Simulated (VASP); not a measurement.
Cr: single point with RPBE

Crystal: Cr.

```xyz
1
Lattice="0.0000 1.8252 1.8252 1.8252 0.0000 1.8252 1.8252 1.8252 0.0000" Properties=species:S:1:pos:R:3 pbc="T T T"
Cr    0.0000    0.0000    0.0000
```

```yaml
Program: VASP 6.6.1
Task: single point
Functional: RPBE
Potentials_or_basis: VASP PAW PBE potentials, release 64 (Cr_pv)
Cutoff: 520 eV
k_mesh: 24 × 24 × 24
Occupations: fermi-dirac, width 0.1 eV
Spin: no spin polarisation
```

The pressure is -0.4 GPa and the band gap on the k mesh is zero (band 6 reaches 12.56 eV, above the bottom of band 7 at 9.72 eV).

Levels at points of the mesh, in eV from the Fermi level:
```tsv
k point	band 2	band 3	band 4	band 5	band 6	band 7	band 8	band 9	band 10	band 11
(0.00, 0.00, 0.00)	-42.50	-42.50	-7.45	-0.42	-0.42	-0.42	1.29	1.29	7.53	19.61
(0.50, 0.00, 0.00)	-42.60	-42.60	-3.82	-0.53	-0.53	0.74	2.43	2.43	7.51	9.10
(0.50, 0.50, 0.00)	-42.77	-42.77	-3.99	-3.18	2.41	2.73	2.73	3.57	7.52	12.04
```

It took 48 s on 1 thread of AMD EPYC 7R43 64-Core Processor (Zen 3) (shared host), peak memory 0.13 GiB.

Caveat: the PAW data sets were made with another functional, which shifts forces and pressure a little; the run has no spin polarisation, though such a crystal can be magnetic. Spin polarisation is off, so any magnetic state and its effect on volume and gap are missing.
